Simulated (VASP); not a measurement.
Cu: electric field gradients with PBE

Crystal: Cu.

```xyz
2
Lattice="2.5643 0.0000 0.0000 -1.2821 2.2207 0.0000 0.0000 0.0000 4.2070" Properties=species:S:1:pos:R:3 pbc="T T T"
Cu    0.0000    1.4805    1.0517
Cu    1.2821    0.7402    3.1552
```

```json
{
  "Program": "VASP 6.6.1",
  "Task": "electric field gradients",
  "Functional": "PBE",
  "Potentials or basis": "VASP PAW PBE potentials, release 64 (Cu)",
  "Cutoff": "520 eV",
  "k mesh": "18 × 18 × 10",
  "Occupations": "fermi-dirac, width 0.15 eV",
  "Spin": "no spin polarisation",
  "Dipole correction": "no",
  "Further INCAR settings": "ALGO = Normal; EDIFF = 1e-08; NBANDS = 18"
}
```

The pressure is 0.6 GPa and the band gap on the k mesh is zero (band 11 reaches 11.45 eV, above the bottom of band 12 at 5.47 eV).

Levels at points of the mesh, in eV from the Fermi level:
```tsv
k point	band 9	band 10	band 11	band 12	band 13	band 14
(0.00, 0.00, 0.00)	-2.43	-1.71	-1.71	-0.99	3.63	21.31
(0.50, 0.00, 0.00)	-1.58	-1.52	0.02	1.55	7.69	8.01
(0.00, 0.00, 0.50)	-1.93	-1.93	-1.93	-1.93	12.22	12.22
(0.50, 0.00, 0.50)	-1.56	-1.56	0.52	0.52	4.78	4.78
```

Wall time 61 s on 1 thread of Intel Xeon 6975P-C, on a shared host, peak memory 0.2 GiB.

Caveat: without QUAD_EFG the Cq values of the log hold for a quadrupole moment of 1 mb, not for the nuclei.
